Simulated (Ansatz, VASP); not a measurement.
Two plane-wave programs on HfB

File POSCAR:

```
HfB
1.0
    0.0000000000      2.3100000000      2.3100000000
    2.3100000000      0.0000000000      2.3100000000
    2.3100000000      2.3100000000      0.0000000000
Hf B
1 1
Direct
    0.5000000000      0.5000000000      0.5000000000
    0.0000000000      0.0000000000      0.0000000000
```

File INCAR.step1:

```
  PREC = Accurate
  ENCUT = 600
  ISMEAR = -1
  SIGMA = 0.05
  LREAL = F
  LASPH = T
  NELM = 150
  LMAXMIX = 4
  LDAU = T
  LDAUTYPE = 2
  LDAUL = 2 -1
  LDAUU = 4 0
  LDAUJ = 0 0
  GGA = PE
  ALGO = Normal
  EDIFF = 1E-4
  LWAVE = T
  LCHARG = F
```

INCAR.step2

```
  PREC = Accurate
  ENCUT = 600
  EDIFF = 1E-6
  ISMEAR = -1
  SIGMA = 0.05
  LREAL = F
  LASPH = T
  NELM = 150
  ALGO = Normal
  ISIF = 3
  LWAVE = F
  LCHARG = F
  LMAXMIX = 4
  LDAU = T
  LDAUTYPE = 2
  LDAUL = 2 -1
  LDAUU = 4 0
  LDAUJ = 0 0
  LDAUPRINT = 1
  METAGGA = R2SCAN
  LMIXTAU = T
  IBRION = 2
  NSW = 60
  EDIFFG = -0.01
  ISTART = 1
```

Contents of KPOINTS:

```
regular mesh
0
Gamma
  10 10 10
```

File input.yaml:

```yaml
crystal:
  lattice:
    - [0.0, 2.31, 2.31]
    - [2.31, 0.0, 2.31]
    - [2.31, 2.31, 0.0]
  atoms:
    - { symbol: Hf, position: [0.5, 0.5, 0.5] }
    - { symbol: B, position: [0.0, 0.0, 0.0] }
hamiltonian:
  xc: r2scan
  pseudopotentials: { kind: paw }
  hubbard: { sites: [{ species: Hf, l: d, u_eff: 4.0 }] }
kpoints:
  mp_grid: { grid: [10, 10, 10] }
scf:
  occupations: { method: fermi_dirac, width: 0.05 }
output:
  forces: true
  stress: true
  eigenvalues: true
  write_density: true
  write_potential: true
  elf: true
  volumetric_format: npy
relax:
  f_tol: 0.01
  max_steps: 40
  cell: { stress_tol: 0.05 }
```

Alike in both runs: task relaxation of cell and atoms; functional r2SCAN; k mesh 10 × 10 × 10; occupations fermi-dirac, width 0.05 eV; no spin polarisation; Hubbard terms Hf d U = 4.0 eV.

|  | VASP | Ansatz |
| --- | --- | --- |
| version | VASP 6.6.1 | Ansatz 0.2.0 |
| potentials or method | VASP PAW PBE potentials, release 64 (Hf_pv, B) | Ansatz PAW |
| plane-wave cutoff (eV) | 600 | 500 |
| valence electrons in the cell | 13 | 29 |

VASP gave:

```
gap on the k mesh at the Fermi level, each at its own relaxed structure (eV) : none
relaxed volume (Å³/atom)                                                     : 14.92
relaxed length of the cell vector where the two differ most in proportion (Å)              : 3.481
```

Question: What did Ansatz give for the same quantities?

Answer: gap on the k mesh at the Fermi level, each at its own relaxed structure (eV): none; relaxed volume (Å³/atom): 14.62; relaxed length of the cell vector where the two differ most in proportion (Å): 3.458.

VASP's potentials were made for PBE, not for r2SCAN. The programs project onto different local orbitals, so the same U acts differently, and such runs can settle in different states. A gap of «none» marks a metal or a gap that the smearing closes. VASP's potentials hold 13 valence electrons a cell and Ansatz's 29, so a difference there can come from the potentials and not from the codes.

Neither program's run includes spin-orbit coupling. Noted on VASP's run: the volume moved by over 15 % at a fixed basis, so the end points are rough. Noted on Ansatz's run: the volume moved by over 15 % at a fixed basis, so the end points are rough; the plane-wave basis is chosen anew once the cell has moved, so the energies of steps on either side of that aren't comparable.
